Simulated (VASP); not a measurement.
Write the native input for VASP 6.6.1 that does the following.

```
Task                   : single point
Functional             : PBE
Potentials or basis    : VASP PAW PBE potentials, release 64 (Na_pv, H, Os)
Cutoff                 : 520 eV
k mesh                 : 6 × 6 × 6
Occupations            : gaussian, width 0.1 eV
Spin                   : no spin polarisation
Dipole correction      : no
Further INCAR settings : ALGO = Normal; EDIFF = 1e-06; NBANDS = 24
```

The structure of NaH6Os2 lies in POSCAR:

```
NaH6Os2
1.0
   -1.3969527639      2.5728524884      4.6807669808
    1.3969527639     -2.5728524884      4.6807669808
    1.3969527639      2.5728524884     -4.6807669808
Na H Os
1 6 2
Direct
    0.5000000000      0.0000000000      0.5000000000
    0.8839270840      0.5000000000      0.3839270840
    0.1160729160      0.5000000000      0.6160729160
    0.9279595704      0.6767054484      0.2512541221
    0.5745486737      0.3232945516      0.2512541221
    0.4254513263      0.6767054484      0.7487458779
    0.0720404296      0.3232945516      0.7487458779
    0.8426546658      0.8426546658      0.0000000000
    0.1573453342      0.1573453342      0.0000000000
```

The cell was generated, and may not be a known phase.

These files were run (other wordings do the same):

INCAR

```
PREC = Accurate ; ENCUT = 520
EDIFF = 1E-6 ; ISMEAR = 0
SIGMA = 0.1 ; LREAL = False
LASPH = True ; NELM = 60
ALGO = Normal ; ISIF = 2
LWAVE = False ; LCHARG = False
GGA = PE ; NBANDS = 24
```

KPOINTS

```
Automatic mesh
0
Gamma
  6 6 6
```

Potentials or basis: VASP PAW PBE potentials, release 64 (Na_pv, H, Os).

The run is started by

```sh
$ cat potpaw_PBE.64/Na_pv/POTCAR potpaw_PBE.64/H/POTCAR potpaw_PBE.64/Os/POTCAR > POTCAR
$ mpirun -np 1 vasp_std > vasp.out
```

Results of the run:

The pressure is 0.5 GPa, the largest force is 0.035 eV/Å and the band gap on the k mesh is zero (an odd number of electrons rules out a gap without spin polarisation).

Caveat: the k points lie up to 0.39 Å⁻¹ apart, too coarse for converged energies and pressures of a metal; spin-orbit coupling is left out, which moves the levels of the heavy elements; an odd number of electrons without spin polarisation forces a metal; a magnetic or distorted state may lie lower.

Run time: 2.3 min on 1 thread of Intel(R) Xeon(R) Platinum 8488C (Sapphire Rapids), with other jobs on the host, peak memory 0.3 GiB.
